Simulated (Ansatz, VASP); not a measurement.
# BiTe: VASP beside Ansatz

INCAR

```
  PREC = Accurate
  ENCUT = 520
  EDIFF = 1E-6
  ISMEAR = 0
  SIGMA = 0.15
  LREAL = F
  LASPH = T
  NELM = 100
  ALGO = Normal
  ISIF = 2
  LWAVE = F
  LCHARG = T
  GGA = PS
  LELF = T
  LVHAR = T
  NBANDS = 18
```

Contents of KPOINTS:

```
regular mesh
0
Gamma
  12 12 12
```

The input POSCAR:

```
BiTe
1.0
    2.4590483894      1.3777697200      3.3172919545
   -2.4590483894      1.3777697200      3.3172919545
    0.0000000000     -2.7555394400      3.3172919545
Bi Te
1 1
Direct
    0.5000000000      0.5000000000      0.5000000000
    0.0000000000      0.0000000000      0.0000000000
```

Input for Ansatz:

```yaml
crystal:
  lattice:
    - [2.4590483894, 1.37776972, 3.3172919545]
    - [-2.4590483894, 1.37776972, 3.3172919545]
    - [0.0, -2.75553944, 3.3172919545]
  atoms:
    - { symbol: Bi, position: [0.5, 0.5, 0.5] }
    - { symbol: Te, position: [0.0, 0.0, 0.0] }
basis:
  ecutwfc: 420
kpoints:
  mp_grid: { grid: [12, 12, 12] }
hamiltonian:
  xc: pbesol
scf:
  occupations: { method: gaussian, width: 0.15 }
output:
  forces: true
  stress: true
  eigenvalues: true
```

Change from the starting cell: strain +0.0150 x Voigt [1, -1, 0, 0, 0, 0], atoms carried along.

Alike in both runs: task single point; functional PBEsol; k mesh 12 × 12 × 12; occupations gaussian, width 0.15 eV; no spin polarisation.

|  | VASP | Ansatz |
| --- | --- | --- |
| version | VASP 6.6.1 | Ansatz 0.2.0 |
| potentials or method | VASP PAW PBE potentials, release 64 (Bi_d, Te), cutoff 520 eV | scalar-relativistic, plane waves, PAW |
| valence electrons in the cell | 21 | 31 |

|  | VASP | Ansatz | Ansatz less VASP |
| --- | --- | --- | --- |
| gap on the k mesh at the Fermi level (eV) | none | none | - |
| pressure (GPa) | -2.5 | -2.5 | +0.03 |
| traceless stress, the component that is largest in VASP (GPa) | -0.65 | -0.65 | -0.001 |

VASP's potentials were made for PBE, not for PBEsol. A gap of «none» marks a metal or a gap that the smearing closes. With one functional, cell and mesh, what is left measures potentials, basis and numerics. VASP's potentials hold 21 valence electrons a cell and Ansatz's 31, so a difference there can come from the potentials and not from the codes.

Spin-orbit coupling is off throughout.
